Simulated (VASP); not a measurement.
A run of VASP 6.6.1:

INCAR

```
  PREC = Accurate
  ENCUT = 520
  EDIFF = 1E-7
  ISMEAR = 0
  SIGMA = 0.03
  LREAL = F
  LASPH = T
  NELM = 100
  ALGO = Normal
  ISIF = 2
  LWAVE = F
  LCHARG = F
  GGA = CA
  NBANDS = 54
```

KPOINTS

```
Automatic mesh
0
Gamma
  10 10 10
```

The input POSCAR:

```
FeGe
1.0
    4.3443754520      0.0000000000      0.0000000000
    0.0000000000      4.3443754520      0.0000000000
    0.0000000000      0.0000000000      4.3443754520
Fe Ge
4 4
Direct
    0.1401924224      0.1401924224      0.1401924224
    0.3598075776      0.8598075776      0.6401924224
    0.6401924224      0.3598075776      0.8598075776
    0.8598075776      0.6401924224      0.3598075776
    0.8409443416      0.8409443416      0.8409443416
    0.6590556584      0.1590556584      0.3409443416
    0.3409443416      0.6590556584      0.1590556584
    0.1590556584      0.3409443416      0.6590556584
```

Potentials or basis: VASP PAW LDA potentials, release 64 (Fe, Ge_d).

Launch:

```console
$ cat potpaw_LDA.64/Fe/POTCAR potpaw_LDA.64/Ge_d/POTCAR > POTCAR
$ mpirun -np 1 vasp_std > vasp.out
```

Hardware: 1 thread of Intel(R) Xeon(R) 6975P-C (Granite Rapids), with other jobs on the host.

Estimate the wall time of this run.

Run time: 110 s on 1 thread of Intel(R) Xeon(R) 6975P-C (Granite Rapids) (shared host), peak memory 0.34 GiB. Counts: scf iterations 16, k points 76.
